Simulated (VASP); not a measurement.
Input of a VASP 6.6.1 run:

INCAR

```
  PREC = Accurate
  ENCUT = 520
  EDIFF = 1E-6
  ISMEAR = -1
  SIGMA = 0.05
  LREAL = F
  LASPH = T
  NELM = 100
  ALGO = Normal
  ISIF = 2
  LWAVE = F
  LCHARG = F
  GGA = RE
  NBANDS = 12
```

The input KPOINTS:

```
Automatic mesh
0
Gamma
  10 10 10
```

File POSCAR:

```
In
1.0
   -1.8825252400      1.8825252400      1.8825252400
    1.8825252400     -1.8825252400      1.8825252400
    1.8825252400      1.8825252400     -1.8825252400
In
1
Direct
    0.0000000000      0.0000000000      0.0000000000
```

Potentials or basis: VASP PAW PBE potentials, release 64 (In_d).

Run with:

```console
$ cat potpaw_PBE.64/In_d/POTCAR > POTCAR
$ mpirun -np 1 vasp_std > vasp.out
```

Question: Predict the pressure.

Answer: 2.6 GPa.

Caveat: the PAW data sets were made with another functional, which shifts forces and pressure a little.
